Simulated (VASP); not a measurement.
CaGaI3, 10 atoms in the cell. It takes space group P6_3/mmc (No. 194, hexagonal). Conventional cell: a = 9.418 Å, b = 9.418 Å, c = 4.934 Å, α = 90.00°, β = 90.00°, γ = 120.00°. Within 4.4 Å of Ca (site symmetry -6m2) lie 6 I at 3.32 Å. Within 3.3 Å of Ga (site symmetry -3m) lie 2 Ga at 2.47 Å. Within 4.4 Å of I (site symmetry mm2) lie 2 Ca at 3.32 Å and 2 Ga at 3.44 Å and 6 I at 3.86 to 4.05 Å. 

```yaml
Program: VASP 6.6.1
Task: single point
Functional: PBE
Potentials_or_basis: VASP PAW PBE potentials, release 64 (Ca_sv, Ga_d, I)
Cutoff: 520 eV
k_mesh: 3 × 3 × 4
Occupations: gaussian, width 0.1 eV
Spin: no spin polarisation
Dipole_correction: no
Further_INCAR_settings: ALGO = Normal; EDIFF = 1e-06; NBANDS = 55
```

Potentials or basis: VASP PAW PBE potentials, release 64 (Ca_sv, Ga_d, I).

Launch:

```bash
$ cat potpaw_PBE.64/Ca_sv/POTCAR potpaw_PBE.64/Ga_d/POTCAR potpaw_PBE.64/I/POTCAR > POTCAR
$ mpirun -np 1 vasp_std > vasp.out
```

Hardware: 1 thread of AMD EPYC 7R43 64-Core Processor (Zen 3) (shared host).

Problem. How long does it take, and how much memory?

Solution. It took 5.8 min on 1 thread of AMD EPYC 7R43 64-Core Processor (Zen 3), with other jobs on the host, peak memory 0.52 GiB. Counts: scf iterations 14, k points 9.
